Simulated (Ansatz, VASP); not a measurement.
One calculation of Ag, two programs

The input INCAR:

```
PREC = Accurate
ENCUT = 520
EDIFF = 1E-6
ISMEAR = 0
SIGMA = 0.15
LREAL = False
LASPH = True
NELM = 80
ALGO = Fast
ISIF = 2
LWAVE = False
LCHARG = False
GGA = PS
NBANDS = 12
```

The input KPOINTS:

```
Automatic mesh
0
Gamma
  20 20 20
```

Contents of POSCAR:

```
Ag
1.0
   -1.6556540000      1.6556540000      1.6142626500
    1.6556540000     -1.6556540000      1.6142626500
    1.6556540000      1.6556540000     -1.6142626500
Ag
1
Direct
    0.0000000000      0.0000000000      0.0000000000
```

Input for Ansatz:

```yaml
crystal:
  lattice:
    - [-1.655654, 1.655654, 1.61426265]
    - [1.655654, -1.655654, 1.61426265]
    - [1.655654, 1.655654, -1.61426265]
  atoms:
    - { symbol: Ag, position: [0.0, 0.0, 0.0] }
basis:
  ecutwfc: 420
kpoints:
  mp_grid: { grid: [20, 20, 20] }
hamiltonian:
  xc: pbesol
scf:
  occupations: { method: gaussian, width: 0.15 }
output:
  forces: true
  stress: true
  eigenvalues: true
```

Change from the starting cell: strain +0.000 along x and y, -0.025 along z, atoms carried along.

Alike in both runs: task single point; functional PBEsol; k mesh 20 × 20 × 20; occupations gaussian, width 0.15 eV; no spin polarisation.

|  | VASP | Ansatz |
| --- | --- | --- |
| version | VASP 6.6.1 | Ansatz 0.2.0 |
| potentials or method | VASP PAW PBE potentials, release 64 (Ag), cutoff 520 eV | scalar-relativistic, plane waves, PAW |
| valence electrons in the cell | 11 | 19 |

Ansatz gave:

* gap on the k mesh at the Fermi level (eV): none
* pressure (GPa): -5.3
* traceless stress, the component that is largest in VASP (GPa): -0.46

Problem. What did VASP give for the same quantities?

Solution. gap on the k mesh at the Fermi level (eV): none; pressure (GPa): -5.3; traceless stress, the component that is largest in VASP (GPa): -0.45.

VASP's potentials were made for PBE, not for PBEsol. A gap of «none» marks a metal or a gap that the smearing closes. VASP's potentials hold 11 valence electrons a cell and Ansatz's 19, so a difference there can come from the potentials and not from the codes.
